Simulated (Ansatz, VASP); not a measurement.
SiC in VASP and in Ansatz

Contents of POSCAR:

```
SiC
1.0
    0.0490082621      2.1781449820      2.1781449820
    2.2271532441      0.0000000000      2.2271532441
    2.1781449820      2.1781449820      0.0490082621
Si C
1 1
Direct
    0.0000000000      0.0000000000      0.0000000000
    0.7500000000      0.7500000000      0.7500000000
```

File INCAR.step1:

```
PREC = Accurate
ENCUT = 520
ISMEAR = 0
SIGMA = 0.05
LREAL = False
LASPH = True
NELM = 100
NBANDS = 11
GGA = PE
ALGO = Normal
EDIFF = 1E-4
LWAVE = True
LCHARG = False
```

File INCAR.step2:

```
PREC = Accurate
ENCUT = 520
EDIFF = 1E-6
ISMEAR = 0
SIGMA = 0.05
LREAL = False
LASPH = True
NELM = 100
ALGO = Normal
ISIF = 2
LWAVE = False
LCHARG = True
METAGGA = R2SCAN
LMIXTAU = True
LELF = True
LVHAR = True
NBANDS = 11
ISTART = 1
```

KPOINTS

```
Automatic mesh
0
Gamma
  10 10 10
```

Input for Ansatz:

```yaml
crystal:
  lattice:
    - [0.0490082621, 2.178144982, 2.178144982]
    - [2.2271532441, 0.0, 2.2271532441]
    - [2.178144982, 2.178144982, 0.0490082621]
  atoms:
    - { symbol: Si, position: [0.0, 0.0, 0.0] }
    - { symbol: C, position: [0.75, 0.75, 0.75] }
basis:
  ecutwfc: 500
kpoints:
  mp_grid: { grid: [10, 10, 10] }
hamiltonian:
  xc: r2scan
scf:
  occupations: { method: gaussian, width: 0.05 }
output:
  forces: true
  stress: true
  eigenvalues: true
```

Change from the starting cell: strain +0.0450 x Voigt [0, 0, 0, 0, 1, 0], atoms carried along.

Alike in both runs: task single point; functional r2SCAN; k mesh 10 × 10 × 10; occupations gaussian, width 0.05 eV; no spin polarisation.

|  | VASP | Ansatz |
| --- | --- | --- |
| version | VASP 6.6.1 | Ansatz 0.2.0 |
| potentials or method | VASP PAW PBE potentials, release 64 (Si, C), cutoff 520 eV | scalar-relativistic, plane waves, PAW |
| valence electrons in the cell | 8 | 8 |

VASP gave:

| Quantity | Value |
| --- | --- |
| gap on the k mesh at the Fermi level (eV) | 1.50 |
| least direct gap on the mesh (eV) | 4.61 |
| pressure (GPa) | 0.4 |
| traceless stress, the component that is largest in VASP (GPa) | -12.87 |
| rms of the force components (eV/Å) | 0.198 |

What did Ansatz give for the same quantities?

gap on the k mesh at the Fermi level (eV): 1.50; least direct gap on the mesh (eV): 4.60; pressure (GPa): 0.6; traceless stress, the component that is largest in VASP (GPa): -12.81; rms of the force components (eV/Å): 0.200.

VASP's potentials were made for PBE, not for r2SCAN. Atom by atom the forces differ by 0.002 eV/Å (rms over components).
